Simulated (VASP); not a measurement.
# Na (P6_3/mmc) in VASP: further runs, part 2 of 2

VASP 6.6.1. The steps go on from the part before.

### Step 4. Electric field gradients, LDA (volume scaled by 0.94)

The input, INCAR:

```
  ALGO = Normal
  EDIFF = 1E-8
  ENCUT = 520
  GGA = CA
  ISIF = 2
  ISMEAR = -1
  LASPH = T
  LCHARG = F
  LEFG = T
  LREAL = F
  LWAVE = F
  NBANDS = 14
  NELM = 60
  PREC = Accurate
  SIGMA = 0.05
```

The input, KPOINTS:

```
k-points
0
Gamma
  11 11 6
```

The input, POSCAR:

```
Na
1.0
    3.6901018488      0.0000000000      0.0000000000
   -1.8450509244      3.1957219436      0.0000000000
    0.0000000000      0.0000000000      6.0283729130
Na
2
Direct
    0.3333333333      0.6666666667      0.2500000000
    0.6666666667      0.3333333333      0.7500000000
```

Potentials or basis: VASP PAW LDA potentials, release 64 (Na_pv).

The run is started by

```bash
$ cat potpaw_LDA.64/Na_pv/POTCAR > POTCAR
$ mpirun -np 1 vasp_std > vasp.out
```

OUTCAR:

```text
EDIFF = 1E-8
   ENCUT = 520
   GGA = CA
   ISIF = 2
   ISMEAR = -1
   LASPH = T
   LREAL = F
   NELM = 60
   PREC = Accurate

 ion  position               nearest neighbor table
   1  0.333  0.667  0.250-
   2  0.667  0.333  0.750-

  LATTYP: Found a hexagonal cell.
 ALAT       =     3.6901018488
 C/A-ratio  =     1.6336603053

  Lattice vectors:

 A1 = (   3.6901018488,   0.0000000000,   0.0000000000)
 A2 = (  -1.8450509244,   3.1957219436,   0.0000000000)
 A3 = (   0.0000000000,   0.0000000000,   6.0283729130)

[... 619 lines left out ...]
  FREE ENERGIE OF THE ION-ELECTRON SYSTEM (eV)
  ---------------------------------------------------
  free  energy   TOTEN  =        -2.9005366593 eV

  energy  without entropy=       -2.8897302425  energy(sigma->0) =       -2.89513345

 Electric field gradients (V/A^2)
---------------------------------------------------------------------
 ion       V_xx      V_yy      V_zz      V_xy      V_xz      V_yz
---------------------------------------------------------------------
   1       0.280     0.277    -0.557    -0.002     0.000    -0.000
   2       0.280     0.277    -0.557    -0.002    -0.000     0.000
---------------------------------------------------------------------

 Electric field gradients after diagonalization (V/A^2)
 (convention: |V_zz| > |V_xx| > |V_yy|)
----------------------------------------------------------------------
 ion       V_xx      V_yy      V_zz     asymmetry (V_yy - V_xx)/ V_zz
----------------------------------------------------------------------
   1       0.281     0.276    -0.557       0.009
   2       0.281     0.276    -0.557       0.009
----------------------------------------------------------------------

           NMR quadrupolar parameters

 Cq : quadrupolar parameter    Cq=e*Q*V_zz/h
 eta: asymmetry parameters     (V_yy - V_xx)/ V_zz
 Q  : nuclear electric quadrupole moment in mb (millibarn)
----------------------------------------------------------------------
 ion       Cq(MHz)       eta       Q (mb)
----------------------------------------------------------------------
   1      -0.001       0.009       1.000
   2      -0.001       0.009       1.000
----------------------------------------------------------------------
```

OSZICAR:

```text
N       E                     dE             d eps       ncg     rms          rms(c)
DAV:   1     0.999952092324E+02    0.99995E+02   -0.76393E+03  1792   0.957E+02
DAV:   2     0.679516558700E+00   -0.99316E+02   -0.98331E+02  1864   0.280E+02
DAV:   3    -0.285598749533E+01   -0.35355E+01   -0.35326E+01  2290   0.600E+01
DAV:   4    -0.290301743002E+01   -0.47030E-01   -0.47028E-01  1960   0.730E+00
DAV:   5    -0.290406815962E+01   -0.10507E-02   -0.10507E-02  2326   0.110E+00    0.280E-01
DAV:   6    -0.290182512068E+01    0.22430E-02   -0.14371E-03  2128   0.523E-01    0.183E-01
DAV:   7    -0.290056484613E+01    0.12603E-02   -0.20149E-03  2262   0.522E-01    0.301E-02
DAV:   8    -0.290053604681E+01    0.28799E-04   -0.22494E-04  2230   0.253E-01    0.431E-03
DAV:   9    -0.290053660170E+01   -0.55489E-06   -0.40187E-06  2236   0.300E-02    0.186E-03
DAV:  10    -0.290053665674E+01   -0.55042E-07   -0.49495E-07  2164   0.108E-02    0.189E-04
DAV:  11    -0.290053665931E+01   -0.25684E-08   -0.83836E-09  1572   0.105E-03
   1 F= -.29005367E+01 E0= -.28951335E+01  d E =-.108064E-01
```

It took 20 s on 1 thread of Intel Xeon 6975P-C (Granite Rapids), shared host; peak memory 0.17 GiB.

Results:

```
Free energy            : -2.9005 eV
Pressure               : -0.5 GPa
Band gap on the k mesh : zero (band 7 reaches 2.11 eV, above the bottom of band 8 at -2.03 eV)
```

Levels at points of the mesh, in eV from the Fermi level:
```csv
k point,band 3,band 4,band 5,band 6,band 7,band 8,band 9,band 10,band 11,band 12
"(0.00, 0.00, 0.00)",-24.93,-24.93,-24.93,-24.93,-3.39,0.56,0.93,10.16,10.16,10.51
"(0.00, 0.00, 0.50)",-24.93,-24.93,-24.93,-24.93,-2.33,-2.33,5.62,5.62,10.75,10.75
```

Electric field gradients, principal values (V/Å²):
```tsv
atom	least	middle	greatest (by size)
1 Na	0.276	0.281	-0.557
2 Na	0.276	0.281	-0.557
```

Caveat: without QUAD_EFG the Cq values of the log hold for a quadrupole moment of 1 mb, not for the nuclei.

### Step 5. Electric field gradients, LDA (volume scaled by 0.94)

The input, INCAR:

```
PREC = Accurate
ENCUT = 520
EDIFF = 1E-8
ISMEAR = -1
SIGMA = 0.05
LREAL = False
LASPH = True
NELM = 80
ALGO = Normal
ISIF = 2
LWAVE = False
LCHARG = False
LEFG = True
NBANDS = 14
```

The input, KPOINTS:

```
regular mesh
0
Gamma
  11 11 6
```

POSCAR is that of step 4.

Potentials or basis: VASP PAW LDA potentials, release 64 (Na_pv).

The run is started by

```bash
$ cat potpaw_LDA.64/Na_pv/POTCAR > POTCAR
$ mpirun -np 1 vasp_std > vasp.out
```

OUTCAR:

```text
PREC = Accurate
   ENCUT = 520
   EDIFF = 1E-8
   ISMEAR = -1
   LREAL = False
   LASPH = True
   NELM = 80
   ISIF = 2

 ion  position               nearest neighbor table
   1  0.333  0.667  0.250-
   2  0.667  0.333  0.750-

  LATTYP: Found a hexagonal cell.
 ALAT       =     3.6901018488
 C/A-ratio  =     1.6336603053

  Lattice vectors:

 A1 = (   3.6901018488,   0.0000000000,   0.0000000000)
 A2 = (  -1.8450509244,   3.1957219436,   0.0000000000)
 A3 = (   0.0000000000,   0.0000000000,   6.0283729130)

Analysis of symmetry for initial positions (statically):
=====================================================================
 Subroutine PRICEL returns:
 Original cell was already a primitive cell.

 Routine SETGRP: Setting up the symmetry group for a
 hexagonal supercell.

 Subroutine GETGRP returns: Found 24 space group operations
 (whereof 12 operations were pure point group operations)
 out of a pool of 24 trial point group operations.

The static configuration has the point symmetry D_3d.
 The point group associated with its full space group is D_6h.

Analysis of symmetry for dynamics (positions and initial velocities):
=====================================================================
 Subroutine PRICEL returns:
 Original cell was already a primitive cell.

 Routine SETGRP: Setting up the symmetry group for a
 hexagonal supercell.

 Subroutine GETGRP returns: Found 24 space group operations
 (whereof 12 operations were pure point group operations)
 out of a pool of 24 trial point group operations.

The dynamic configuration has the point symmetry D_3d.
 The point group associated with its full space group is D_6h.

 Subroutine INISYM returns: Found 24 space group operations
 (whereof 12 operations are pure point group operations),
 and found     1 'primitive' translations

----------------------------------------------------------------------------------------

                                     Primitive cell

  volume of cell :      71.0898

  direct lattice vectors                    reciprocal lattice vectors
     3.690101849  0.000000000  0.000000000     0.270995230  0.156459169  0.000000000
    -1.845050924  3.195721944  0.000000000     0.000000000  0.312918338  0.000000000
     0.000000000  0.000000000  6.028372913     0.000000000  0.000000000  0.165882240

  length of vectors
     3.690101849  3.690101849  6.028372913     0.312918338  0.312918338  0.165882240

  position of ions in fractional coordinates (direct lattice)
     0.333333333  0.666666667  0.250000000
     0.666666667  0.333333333  0.750000000

  ion indices of the primitive-cell ions
   primitive index   ion index
                 1           1
                 2           2

----------------------------------------------------------------------------------------

 KPOINTS: regular mesh

Automatic generation of k-mesh.
 Grid dimensions read from file:
 generate k-points for:   11   11    6

 Generating k-lattice:

[... 79 lines left out ...]
   IMIX   =      4    mixing-type and parameters
     AMIX     =   0.40;   BMIX     =  1.00
     AMIX_MAG =   1.60;   BMIX_MAG =  1.00
  volume/ion in A,a.u.               =      35.54       239.87
  Fermi-wavevector in a.u.,A,eV,Ry     =   0.952464  1.799895 12.343026  0.907187
  Thomas-Fermi vector in A             =   2.081029
   LORBIT       =      0    0 simple, 1 ext, 2 COOP (PROOUT), +10 PAW based schemes
   GGA     = CA    functional components
   LHFCALC =     F    Hartree Fock is set to
   AEXX    =    0.0000 exact exchange contribution
   IVDW    =     0    specifies the selected vdW correction
   LEPSILON=     F    determine dielectric tensor
   LRPA    =     F    only Hartree local field effects (RPA)
 non-spin polarized calculation
  energy-cutoff  :      520.00
  volume of cell :       71.09
 maximum number of plane-waves:      1933
 NGX is ok and might be reduce to    28
   NGX = 13   NGY = 13   NGZ = 23

 number of electron      13.9999984 magnetization

 Free energy of the ion-electron system (eV)
  ---------------------------------------------------
  ext. energy  EPLUGINS =         0.00000000
  ---------------------------------------------------
  free energy    TOTEN  =        -2.90053666 eV

  energy without entropy =       -2.88973024  energy(sigma->0) =       -2.89513345

 E-fermi :   0.3002     XC(G=0):  -6.8461

 val. band max:        0.2719737448   @ k =   0.1818   0.0000   0.1667
 cond. band min:       0.3119450028   @ k =   0.2727   0.2727   0.1667
 fundamental gap:      0.0399712580
 Fermi energy:         0.3001819251

 k-point     1 :       0.0000    0.0000    0.0000
  band No.  band energies     occupation
      1     -24.6678      2.00000
      2     -24.6328      2.00000
      3     -24.6328      2.00000
      4     -24.6271      2.00000
      5     -24.6271      2.00000
      6     -24.6263      2.00000
      7      -3.0942      2.00000
      8       0.8609      0.00003
      9       1.2332      0.00000
     10      10.4635      0.00000
     11      10.4635      0.00000
     12      10.8118      0.00000
     13      10.8118      0.00000
     14      10.9993      0.00000
[... 377 lines left out ...]
      1     -24.6598      2.00000
      2     -24.6455      2.00000
      3     -24.6438      2.00000
      4     -24.6368      2.00000
      5     -24.6311      2.00000
      6     -24.6299      2.00000
      7      -2.1017      2.00000
      8       0.6235      0.00311
      9       3.2674      0.00000
     10       5.7184      0.00000
     11       6.9421      0.00000
     12       8.2954      0.00000
     13       9.4125      0.00000
     14      10.4103      0.00000

 [... further k-points ...]

------------------------ aborting loop because EDIFF is reached ----------------------------------------

  FORCE on cell =-STRESS in cart. coord.  units (eV):
  Direction    XX          YY          ZZ          XY          YZ          ZX
  --------------------------------------------------------------------------------------
  -------------------------------------------------------------------------------------
  Total       -0.2731512     -0.2731512     -0.1369318     -0.0000000      0.0000000      0.0000000
  in kB       -6.1561088     -6.1561088     -3.0860829     -0.0000000      0.0000000      0.0000000
  external PRESSURE =      -5.1327668 kB  Pullay stress =       0.0000000 kB

 VOLUME and BASIS-vectors are now :
 -----------------------------------------------------------------------------
  energy-cutoff  :      520.00
  volume of cell :       71.09
      direct lattice vectors                 reciprocal lattice vectors
     3.690101849  0.000000000  0.000000000     0.270995230  0.156459169  0.000000000
    -1.845050924  3.195721944  0.000000000     0.000000000  0.312918338  0.000000000
     0.000000000  0.000000000  6.028372913     0.000000000  0.000000000  0.165882240

 POSITION                                       TOTAL-FORCE (eV/Angst)
 -----------------------------------------------------------------------------------
     -0.00000      2.13048      1.50709         0.000000     -0.000000     -0.000000
      1.84505      1.06524      4.52128        -0.000000      0.000000      0.000000
 -----------------------------------------------------------------------------------
    total drift:                               -0.000000      0.000000      0.000000

  FREE ENERGIE OF THE ION-ELECTRON SYSTEM (eV)
  ---------------------------------------------------
  free  energy   TOTEN  =        -2.9005366593 eV

  energy  without entropy=       -2.8897302425  energy(sigma->0) =       -2.89513345

 Electric field gradients (V/A^2)
---------------------------------------------------------------------
 ion       V_xx      V_yy      V_zz      V_xy      V_xz      V_yz
---------------------------------------------------------------------
   1       0.280     0.277    -0.557    -0.002     0.000    -0.000
   2       0.280     0.277    -0.557    -0.002    -0.000     0.000
---------------------------------------------------------------------

 Electric field gradients after diagonalization (V/A^2)
 (convention: |V_zz| > |V_xx| > |V_yy|)
----------------------------------------------------------------------
 ion       V_xx      V_yy      V_zz     asymmetry (V_yy - V_xx)/ V_zz
----------------------------------------------------------------------
   1       0.281     0.276    -0.557       0.009
   2       0.281     0.276    -0.557       0.009
----------------------------------------------------------------------

           NMR quadrupolar parameters

 Cq : quadrupolar parameter    Cq=e*Q*V_zz/h
 eta: asymmetry parameters     (V_yy - V_xx)/ V_zz
 Q  : nuclear electric quadrupole moment in mb (millibarn)
----------------------------------------------------------------------
 ion       Cq(MHz)       eta       Q (mb)
----------------------------------------------------------------------
   1      -0.001       0.009       1.000
   2      -0.001       0.009       1.000
----------------------------------------------------------------------
```

OSZICAR:

```text
N       E                     dE             d eps       ncg     rms          rms(c)
DAV:   1     0.999952092324E+02    0.99995E+02   -0.76393E+03  1792   0.957E+02
DAV:   2     0.679516558700E+00   -0.99316E+02   -0.98331E+02  1864   0.280E+02
DAV:   3    -0.285598749533E+01   -0.35355E+01   -0.35326E+01  2290   0.600E+01
DAV:   4    -0.290301743002E+01   -0.47030E-01   -0.47028E-01  1960   0.730E+00
DAV:   5    -0.290406815962E+01   -0.10507E-02   -0.10507E-02  2326   0.110E+00    0.280E-01
DAV:   6    -0.290182512068E+01    0.22430E-02   -0.14371E-03  2128   0.523E-01    0.183E-01
DAV:   7    -0.290056484613E+01    0.12603E-02   -0.20149E-03  2262   0.522E-01    0.301E-02
DAV:   8    -0.290053604681E+01    0.28799E-04   -0.22494E-04  2230   0.253E-01    0.431E-03
DAV:   9    -0.290053660170E+01   -0.55489E-06   -0.40187E-06  2236   0.300E-02    0.186E-03
DAV:  10    -0.290053665674E+01   -0.55042E-07   -0.49495E-07  2164   0.108E-02    0.189E-04
DAV:  11    -0.290053665931E+01   -0.25684E-08   -0.83836E-09  1572   0.105E-03
   1 F= -.29005367E+01 E0= -.28951335E+01  d E =-.108064E-01
```

stdout:

```text
POSCAR found type information on POSCAR Na
 POSCAR found :  1 types and       2 ions
 scaLAPACK will be used
 LDA part: xc-table for (Slater(with rela. corr.)+CA(PZ))
 , standard interpolation
 POSCAR, INCAR and KPOINTS ok, starting setup
 FFT: planning ... GRIDC
 FFT: planning ... GRID_SOFT
 FFT: planning ... GRID
 WAVECAR not read
 entering main loop
ion   1

ion   2
```

Wall time 17 s (1 thread of Intel Xeon 6975P-C (Granite Rapids), shared host); peak memory 0.17 GiB.

What came out:

| Property | Result |
| --- | --- |
| Free energy | -2.9005 eV |
| Pressure | -0.5 GPa |
| Band gap on the k mesh | zero (band 7 reaches 2.11 eV, above the bottom of band 8 at -2.03 eV) |

Electric field gradients, principal values (V/Å²):
```csv
atom,least,middle,greatest (by size)
1 Na,0.276,0.281,-0.557
2 Na,0.276,0.281,-0.557
```

Caveat: without QUAD_EFG the Cq values of the log hold for a quadrupole moment of 1 mb, not for the nuclei.
